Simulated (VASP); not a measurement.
Here is a VASP 6.6.1 calculation.

The input INCAR:

```
SYSTEM = Ge
ALGO = Normal ; DIPOL = 0.5 0.5 0.377
EDIFF = 1E-7 ; ENCUT = 520
GGA = PE ; IDIPOL = 3
ISIF = 2 ; ISMEAR = 0
IVDW = 12 ; LASPH = .True.
LCHARG = .False. ; LDIPOL = .True.
LREAL = .False. ; LWAVE = .False.
NBANDS = 36 ; NELM = 80
PREC = Accurate ; SIGMA = 0.1
```

Contents of KPOINTS:

```
k-points
0
Gamma
  9 9 1
  0 0 0
```

Contents of POSCAR:

```
Ge
1.0
    4.0226895311      0.0000000000      0.0000000000
   -2.0113447656      3.4837513255      0.0000000000
    0.0000000000      0.0000000000     18.8685220517
Ge
4
Direct
    0.3333333333      0.6666666667      0.2747571332
    0.6666666667      0.3333333333      0.2384924472
    0.4444444444      1.8888888889      0.5150653573
    0.7777777778      1.5555555556      0.4788006714
```

Potentials or basis: VASP PAW PBE potentials, release 64 (Ge_d).

Command:

```sh
$ cat potpaw_PBE.64/Ge_d/POTCAR > POTCAR
$ mpirun -np 1 vasp_std > vasp.out
```

Question: What does it give for the band gap on the k mesh?

Answer: 0.55 eV, indirect (least direct gap 0.58 eV).

Question: Predict the largest force.

Answer: 0.125 eV/Å.

Question: Estimate the dispersion energy per atom.

Answer: -0.201 eV.

Forces on the atoms (eV/Å):
```
Ge   0.000 -0.005  0.125
Ge   0.000 -0.015  0.000
Ge   0.000  0.015  0.000
Ge   0.000  0.005 -0.125
```
